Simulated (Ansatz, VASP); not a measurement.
# AlOsC6N6 in VASP and in Ansatz

```
CELL_PARAMETERS angstrom
0.00000 5.15848 5.15848
5.15848 0.00000 5.15848
5.15848 5.15848 0.00000
ATOMIC_POSITIONS crystal
Al 0.50000 0.50000 0.50000
Os 0.00000 0.00000 0.00000
C 0.80354 0.19646 0.19646
C 0.19646 0.80354 0.19646
C 0.19646 0.19646 0.80354
C 0.19646 0.80354 0.80354
C 0.80354 0.19646 0.80354
C 0.80354 0.80354 0.19646
N 0.69032 0.30968 0.30968
N 0.30968 0.69032 0.30968
N 0.30968 0.30968 0.69032
N 0.30968 0.69032 0.69032
N 0.69032 0.30968 0.69032
N 0.69032 0.69032 0.30968
```

Alike in both runs: functional PBE; k mesh 4 × 4 × 4; occupations gaussian, width 0.1 eV; collinear spin.

Ansatz relaxed the structure, and its values are those at the end. VASP's run is a single point on that final structure, the one shown.

|  | VASP | Ansatz |
| --- | --- | --- |
| version | VASP 6.6.1 | Ansatz 0.2.0 |
| potentials or method | VASP PAW PBE potentials, release 64 (Al, Os, C, N), cutoff 520 eV | scalar-relativistic, plane waves, PAW |
| valence electrons in the cell | 65 | 73 |

VASP gave:

```
gap on the k mesh at the Fermi level (eV)                     : none
pressure (GPa)                                                : 0.8
rms of the force components (eV/Å)                            : 0.185
net moment per atom (μB)                                      : 0.07
size of the moment on the site where the two differ most (μB) : 0.63
```

**Question.** Estimate Ansatz's values.

**Answer.** gap on the k mesh at the Fermi level (eV): none; pressure (GPa): 0.3; rms of the force components (eV/Å): 0.003; net moment per atom (μB): 0.07; size of the moment on the site where the two differ most (μB): 0.38.

Site moments also hang on the region over which each program counts them. A gap of «none» marks a metal or a gap that the smearing closes. One of these differences is far larger than is usual between the two programs; its cause wasn't traced. VASP's potentials hold 65 valence electrons a cell and Ansatz's 73, so a difference there can come from the potentials and not from the codes.

Neither program's run includes spin-orbit coupling. Noted on VASP's run: the standard files for N, O and F lose accuracy on very short bonds.
